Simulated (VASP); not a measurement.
Here is a VASP 6.6.1 calculation.

The input INCAR:

```
SYSTEM = Ti3H
PREC = Accurate
ENCUT = 520
EDIFF = 1E-6
ISMEAR = 0
SIGMA = 0.1
LREAL = .FALSE.
LASPH = .TRUE.
NELM = 60
ALGO = Normal
ISIF = 2
LWAVE = .FALSE.
LCHARG = .FALSE.
LDIPOL = .TRUE.
IDIPOL = 3
DIPOL = 0.5 0.5 0.325
GGA = PE
NBANDS = 47
```

The input KPOINTS:

```
regular mesh
0
G
  6 6 1
  0 0 0
```

Contents of POSCAR:

```
Ti3H
1.0
    4.6039800811      0.0000000000      0.0000000000
   -2.3019900405      3.9871637087      0.0000000000
    0.0000000000      0.0000000000     22.4969948581
Ti H
6 2
Direct
    0.6666666667      0.3333333333      0.1778015253
    0.3333333333      0.6666666667      0.2195752601
    0.0000000000      0.0000000000      0.2613489950
    0.6666666667      0.3333333333      0.2980583739
    0.3333333333      0.6666666667      0.3304600279
    0.0000000000      0.0000000000      0.3776946615
    0.2757109188      0.7242890812      0.4688179432
    0.3909557479      0.6090442521      0.4688179432
```

Potentials or basis: VASP PAW PBE potentials, release 64 (Ti_sv, H).

Launch:

```console
$ cat potpaw_PBE.64/Ti_sv/POTCAR potpaw_PBE.64/H/POTCAR > POTCAR
$ mpirun -np 1 vasp_std > vasp.out
```

Task: What does it give for the band gap on the k mesh?

Result: Zero (bands 37 and 38 overlap by 0.24 eV).

Task: Predict the largest force.

Result: 2.965 eV/Å.

Forces in eV/Å, atoms in the order of the input:
```
Ti   0.010 -0.006  0.129
Ti  -0.009  0.005  0.478
Ti  -0.010  0.006 -0.439
Ti  -0.001  0.001 -0.003
Ti   0.001  0.000  0.108
Ti  -0.041  0.024 -0.279
H    2.568 -1.483  0.008
H   -2.517  1.453 -0.002
```
